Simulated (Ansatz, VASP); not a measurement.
# Ge2Sb2Te5: VASP beside Ansatz

```
Ge Sb Te
1.0
     4.56250    0.00000    0.00000
    -2.28125    3.95124    0.00000
     0.00000    0.00000   18.08655
Ge Sb Te
2 2 5
Direct
  0.00000 0.00000 0.33147
  0.00000 0.00000 0.66853
  0.33333 0.66667 0.11216
  0.66667 0.33333 0.88784
  0.00000 0.00000 0.00000
  0.33333 0.66667 0.79136
  0.66667 0.33333 0.20864
  0.33333 0.66667 0.40975
  0.66667 0.33333 0.59025
```

Alike in both runs: task single point; functional PBE; k mesh 9 × 9 × 2; occupations gaussian, width 0.03 eV; no spin polarisation.

|  | VASP | Ansatz |
| --- | --- | --- |
| version | VASP 6.6.1 | Ansatz 0.2.0 |
| potentials or method | VASP PAW PBE potentials, release 64 (Ge_d, Sb, Te), cutoff 520 eV | scalar-relativistic, plane waves, PAW |
| valence electrons in the cell | 68 | 138 |

|  | VASP | Ansatz | Ansatz less VASP |
| --- | --- | --- | --- |
| gap on the k mesh at the Fermi level (eV) | 0.17 | 0.17 | -0.003 |
| least direct gap on the mesh (eV) | 0.17 | 0.17 | -0.003 |
| pressure (GPa) | -4.7 | -4.7 | +0.03 |
| traceless stress, the component that is largest in VASP (GPa) | 1.40 | 1.40 | +0.006 |
| rms of the force components (eV/Å) | 0.221 | 0.223 | +0.0023 |

Atom by atom the forces differ by 0.003 eV/Å (rms over components). With one functional, cell and mesh, what is left measures potentials, basis and numerics. VASP's potentials hold 68 valence electrons a cell and Ansatz's 138, so a difference there can come from the potentials and not from the codes.

Spin-orbit coupling is off throughout.
